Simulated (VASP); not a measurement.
Here is a VASP 6.6.1 calculation.

INCAR

```
ALGO = Normal
EDIFF = 1E-7
ENCUT = 520
GGA = PS
ISIF = 2
ISMEAR = 0
LASPH = True
LCHARG = False
LREAL = False
LWAVE = False
NBANDS = 16
NELM = 100
PREC = Accurate
SIGMA = 0.1
```

KPOINTS

```
k-points
0
Gamma
  14 14 14
```

POSCAR

```
Si2Ni
1.0
    0.0000000000      2.6740618379      2.6740618379
    2.6740618379      0.0000000000      2.6740618379
    2.6740618379      2.6740618379      0.0000000000
Si Ni
2 1
Direct
    0.2500000000      0.2500000000      0.2500000000
    0.7500000000      0.7500000000      0.7500000000
    0.0000000000      0.0000000000      0.0000000000
```

Potentials or basis: VASP PAW PBE potentials, release 64 (Si, Ni).

Command:

```bash
$ cat potpaw_PBE.64/Si/POTCAR potpaw_PBE.64/Ni/POTCAR > POTCAR
$ mpirun -np 1 vasp_std > vasp.out
```

What does it give for the pressure?

4.2 GPa.

Estimate the band gap on the k mesh.

zero (bands 9 and 10 overlap by 2.13 eV).

Caveat: the cell stands under pressure; the PAW data sets were made with another functional, which shifts forces and pressure a little. Spin polarisation is off, so any magnetic state and its effect on volume and gap are missing.
